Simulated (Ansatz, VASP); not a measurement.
Sr in VASP and in Ansatz

The input INCAR:

```
ALGO = Normal ; EDIFF = 1E-7
ENCUT = 520 ; GGA = RP
ISIF = 2 ; ISMEAR = -1
LASPH = True ; LCHARG = True
LELF = True ; LREAL = False
LVHAR = True ; LWAVE = False
NBANDS = 22 ; NELM = 60
PREC = Accurate ; SIGMA = 0.1
```

The input KPOINTS:

```
k-points
0
Gamma
  7 7 10
```

Contents of POSCAR:

```
Sr
1.0
    6.6940552739      0.0000000000      0.0000000000
   -3.3470276370      5.7972219216      0.0000000000
    0.0000000000      0.0000000000      4.0128245738
Sr
3
Direct
    0.0000000000      0.0000000000      0.0000000000
    0.3333333333      0.6666666667      0.5000000000
    0.6666666667      0.3333333333      0.5000000000
```

Input for Ansatz:

```yaml
crystal:
  lattice:
    - [6.6940552739, 0.0, 0.0]
    - [-3.347027637, 5.7972219216, 0.0]
    - [0.0, 0.0, 4.0128245738]
  atoms:
    - { symbol: Sr, position: [0.0, 0.0, 0.0] }
    - { symbol: Sr, position: [0.3333333333, 0.6666666667, 0.5] }
    - { symbol: Sr, position: [0.6666666667, 0.3333333333, 0.5] }
hamiltonian:
  xc: rpbe
  pseudopotentials:
    kind: paw
    azcp:
      Sr: "pseudopotentials/Sr.paw.azcp"
basis:
  ecutwfc: 420
  fft_grid_basis: typed
kpoints:
  mp_grid: { grid: [7, 7, 10], shift: [0, 0, 0] }
magnetization:
  spin_polarized: false
scf:
  occupations: { method: fermi_dirac, width: 0.1 }
output:
  stress: true
```

Alike in both runs: task single point; functional RPBE; k mesh 7 × 7 × 10; occupations fermi-dirac, width 0.1 eV; no spin polarisation.

|  | VASP | Ansatz |
| --- | --- | --- |
| version | VASP 6.6.1 | Ansatz 0.2.0 |
| potentials or method | VASP PAW PBE potentials, release 64 (Sr_sv), cutoff 520 eV | plane waves (420 eV) with PAW, scalar-relativistic |
| valence electrons in the cell | 30 | 30 |

```tsv
	VASP	Ansatz	Ansatz less VASP
pressure (GPa)	1.6	1.6	-0.01
traceless stress, the component that is largest in VASP (GPa)	-0.16	-0.16	+0.004
```

VASP's potentials were made for PBE, not for RPBE.
